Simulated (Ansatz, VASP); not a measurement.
One calculation of H, two programs

```
H
1.0
    -0.03823    0.02298    4.36752
     5.36832    0.00612   -0.04886
     0.01242   11.16481    0.05938
H
16
Direct
  0.42454 0.55829 0.75630
  0.07610 0.05899 0.74467
  0.57294 0.43993 0.24502
  0.92861 0.93522 0.25565
  0.55096 0.65579 0.74746
  0.94869 0.15165 0.75388
  0.44615 0.34231 0.25231
  0.05511 0.84153 0.24702
  0.05959 0.45289 0.99786
  0.44152 0.94331 0.50286
  0.94152 0.55381 0.49016
  0.55633 0.05288 0.00798
  0.94343 0.55630 0.00103
  0.55808 0.04982 0.49896
  0.05363 0.45539 0.50955
  0.44278 0.95190 0.98930
```

Change from the starting cell: structure listed in a database for this formula (Pnma, No. 62); cell x1, atoms moved at random (sigma 0.05 Å) and cell strained at random (1.5 %), then relaxed without symmetry.

Alike in both runs: functional PBEsol; k mesh 4 × 4 × 2; occupations gaussian, width 0.1 eV; no spin polarisation.

Ansatz relaxed the structure, and its values are those at the end. VASP's run is a single point on that final structure, the one shown.

```csv
,VASP,Ansatz
version,VASP 6.6.1,Ansatz 0.2.0
potentials or method,"VASP PAW PBE potentials, release 64 (H), cutoff 520 eV","scalar-relativistic, plane waves, PAW"
valence electrons in the cell,16,16
```

|  | VASP | Ansatz | Ansatz less VASP |
| --- | --- | --- | --- |
| gap on the k mesh at the Fermi level (eV) | 9.10 | 9.10 | +0.002 |
| least direct gap on the mesh (eV) | 9.35 | 9.35 | +0.002 |
| pressure (GPa) | -0.2 | 0.0 | +0.13 |
| rms of the force components (eV/Å) | 0.003 | 0.004 | +0.0014 |

VASP's potentials were made for PBE, not for PBEsol.
